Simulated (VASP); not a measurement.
# TeW in VASP: further runs, part 2 of 2

VASP 6.6.1. Earlier steps stand in the parts before.

## 4. Relaxation of cell and atoms, PBE

This run uses another cell than the first one, of 25.11 Å³/atom, 1.353 times its volume.

INCAR reads:

```
SYSTEM = TeW
  ALGO = Normal
  EDIFF = 1E-7
  EDIFFG = -0.04
  ENCUT = 500
  GGA = PE
  GGA_COMPAT = .False.
  IBRION = 2
  ISIF = 3
  ISMEAR = 0
  LASPH = .True.
  LCHARG = .False.
  LREAL = .False.
  LWAVE = .False.
  NELM = 120
  NELMIN = 4
  NSW = 90
  PREC = Accurate
  SIGMA = 0.1
```

KPOINTS reads:

```
k-points
0
Gamma
  6 6 6
  0 0 0
```

POSCAR reads:

```
TeW
1.0
    3.6894741472      0.0000000000      0.0000000000
    0.0000000000      3.6894741472      0.0000000000
    0.0000000000      0.0000000000      3.6894741472
Te W
1 1
Direct
    0.0000000000      0.0000000000      0.0000000000
    0.5000000000      0.5000000000      0.5000000000
```

Potentials or basis: VASP PAW PBE potentials, release 64 (Te, W_sv).

Command:

```console
cat potpaw_PBE.64/Te/POTCAR potpaw_PBE.64/W_sv/POTCAR > POTCAR
mpirun -np 1 vasp_std > vasp.out
```

OUTCAR:

```text
SYSTEM = TeW
   EDIFF = 1E-7
   EDIFFG = -0.04
   ENCUT = 500
   GGA = PE
   IBRION = 2
   ISIF = 3
   ISMEAR = 0
   LASPH = .True.
   LREAL = .False.
   NELM = 120
   NELMIN = 4
   NSW = 90
   PREC = Accurate

 ion  position               nearest neighbor table
   1  0.000  0.000  0.000-   2 3.20   2 3.20   2 3.20   2 3.20   2 3.20   2 3.20   2 3.20   2 3.20

   2  0.500  0.500  0.500-   1 3.20   1 3.20   1 3.20   1 3.20   1 3.20   1 3.20   1 3.20   1 3.20

  LATTYP: Found a simple cubic cell.
 ALAT       =     3.6894741472

  Lattice vectors:

 A1 = (   3.6894741472,   0.0000000000,   0.0000000000)
 A2 = (   0.0000000000,   3.6894741472,   0.0000000000)
 A3 = (   0.0000000000,   0.0000000000,   3.6894741472)

Analysis of symmetry for initial positions (statically):
[... 187 lines left out ...]
      7       5.9119      2.00000
      8       6.6876      2.00000
      9       6.6876      2.00000
     10       6.6876      2.00000
     11       7.9753      1.14617
     12       8.3758      0.00000
     13       8.3758      0.00000
     14       8.3758      0.00000
[... 464 lines left out ...]
--------------------------------------- Ionic step        5  -------------------------------------------

 number of electron      19.9999998 magnetization

 Free energy of the ion-electron system (eV)
  ---------------------------------------------------
  ext. energy  EPLUGINS =         0.00000000
  ---------------------------------------------------
  free energy    TOTEN  =       -14.55541885 eV

  energy without entropy =      -14.54448804  energy(sigma->0) =      -14.54995345

 E-fermi :  12.2823     XC(G=0): -12.3982

 val. band max:       12.1397905189   @ k =   0.1667   0.1667   0.0000
 cond. band min:      12.2878642175   @ k =   0.3333   0.1667   0.0000
 fundamental gap:      0.1480736985
 Fermi energy:        12.2822678180

 k-point     1 :       0.0000    0.0000    0.0000
  band No.  band energies     occupation
      1     -62.0421      2.00000
      2     -26.2136      2.00000
      3     -26.2136      2.00000
      4     -26.2136      2.00000
      5      -3.1138      2.00000
      6       8.8056      2.00000
      7       8.8056      2.00000
      8      10.8701      2.00000
      9      10.8701      2.00000
     10      10.8701      2.00000
     11      12.8059      0.00000
     12      12.8059      0.00000
     13      12.8059      0.00000
     14      14.7195      0.00000
[... 350 lines left out ...]
  FREE ENERGIE OF THE ION-ELECTRON SYSTEM (eV)
  ---------------------------------------------------
  free  energy   TOTEN  =       -14.5554188540 eV

  energy  without entropy=      -14.5444880406  energy(sigma->0) =      -14.54995345

 reached required accuracy - stopping structural energy minimisation
```

OSZICAR:

```text
N       E                     dE             d eps       ncg     rms          rms(c)
DAV:   1     0.123772197527E+03    0.12377E+03   -0.11210E+04   600   0.130E+03
DAV:   2    -0.972194106854E+01   -0.13349E+03   -0.13174E+03   686   0.325E+02
DAV:   3    -0.138915177414E+02   -0.41696E+01   -0.40215E+01   724   0.517E+01
[... 52 lines left out ...]
DAV:   3    -0.145558102679E+02    0.16929E-02   -0.25182E-03   608   0.422E-01    0.142E-01
DAV:   4    -0.145554030697E+02    0.40720E-03   -0.12245E-03   596   0.314E-01    0.119E-01
DAV:   5    -0.145554113639E+02   -0.82943E-05   -0.35786E-05   622   0.610E-02    0.814E-02
DAV:   6    -0.145554188012E+02   -0.74373E-05   -0.15561E-05   596   0.376E-02    0.636E-03
DAV:   7    -0.145554188540E+02   -0.52789E-07   -0.51570E-07   602   0.690E-03
   5 F= -.14555419E+02 E0= -.14549953E+02  d E =-.138283E+01
```

CONTCAR:

```text
TeW
   1.00000000000000
     3.3385822391367128    0.0000000000000000   -0.0000000000000000
    -0.0000000000000000    3.3385822391367124   -0.0000000000000000
    -0.0000000000000000   -0.0000000000000000    3.3385822391367124
  Te              W
     1     1
Direct
     0.0000000000000000    0.0000000000000000    0.0000000000000000
     0.5000000000000000    0.5000000000000000    0.5000000000000000

  0.00000000E+00  0.00000000E+00  0.00000000E+00
  0.00000000E+00  0.00000000E+00  0.00000000E+00
```

Wall time 45 s (1 thread of Intel Xeon Platinum 8259CL at 2.50GHz (Skylake/Cascade Lake), shared host); peak memory 0.17 GiB.

What came out:

```yaml
Free_energy: -14.5554 eV
Relaxed_volume: 18.61 Å³/atom
Relaxed_cell: a = 3.339 Å, b = 3.339 Å, c = 3.339 Å, α = 90.00°, β = 90.00°, γ = 90.00°
Space_group_after_relaxing_to_0.05_Å: Pm-3m (No. 221)
Energy_gained_by_relaxing: 691.4 meV/atom
Ionic_steps: 5
Pressure_after_relaxing: 0.0 GPa
Band_gap_on_the_k_mesh: zero (band 10 reaches 13.62 eV, above the bottom of band 11 at 11.51 eV)
```

The path:
| step | energy change (eV) | largest force (eV/Å) | pressure (GPa) | volume (Å³) |
| --- | --- | --- | --- | --- |
| 1 | 0.0000 | 0.0000 | -25.07 | 50.22 |
| 2 | 1.6497 | 0.0000 | 124.55 | 26.73 |
| 3 | -1.3689 | 0.0000 | -4.41 | 38.20 |
| 4 | -1.3808 | 0.0000 | -1.73 | 37.59 |
| 5 | -1.3828 | 0.0000 | 0.02 | 37.21 |

Final structure:
```yaml
crystal:
  lattice:
    - [3.33858, 0.00000, 0.00000]
    - [0.00000, 3.33858, 0.00000]
    - [0.00000, 0.00000, 3.33858]
  atoms:
    - { symbol: Te, position: [0.00000, 0.00000, 0.00000] }
    - { symbol: W, position: [0.50000, 0.50000, 0.50000] }
```

Levels at points of the mesh, in eV from the Fermi level:
```tsv
k point	band 7	band 8	band 9	band 10	band 11	band 12	band 13	band 14
(0.00, 0.00, 0.00)	-3.48	-1.41	-1.41	-1.41	0.52	0.52	0.52	2.44
(0.50, 0.00, 0.00)	-3.38	-3.38	-2.72	0.67	1.88	4.46	5.14	5.41
(0.50, 0.50, 0.00)	-6.24	-3.95	-1.03	-1.03	0.80	1.05	2.17	2.88
(0.50, 0.50, 0.50)	-7.19	-7.19	1.34	1.34	1.34	2.30	2.30	4.27
```

Caveat: the volume moved by over 15 % at a fixed basis, so the end points are rough; spin-orbit coupling is left out, which moves the levels of the heavy elements.

## 5. Summary

| task | cell | k mesh | gap on the mesh (eV) | pressure (GPa) | relaxed volume (Å³/atom) |
| --- | --- | --- | --- | --- | --- |
| single point | a = 3.354, b = 3.354, c = 3.300 Å, 2 atoms | 6 × 6 × 4 | none | 0.2 | - |
| relaxation of cell and atoms | relaxed from a = 3.336 Å, 2 atoms | 6 × 6 × 6 | none | 0.0 | 18.60 |
| relaxation of cell and atoms | relaxed from a = 3.689 Å, 2 atoms | 6 × 6 × 6 | none | 0.0 | 18.61 |

Alike in all rows: level PBE; potentials or basis VASP PAW PBE potentials, release 64 (Te, W_sv); no spin polarisation; cutoff (eV) 500; smearing gaussian 0.1 eV.

Caveats: some runs use coarse meshes; spin-orbit coupling is left out, which moves the levels of the heavy elements; the volume moved by over 15 % at a fixed basis, so the end points are rough (some runs).

Absolute energies hang on the potentials; compare differences alone.
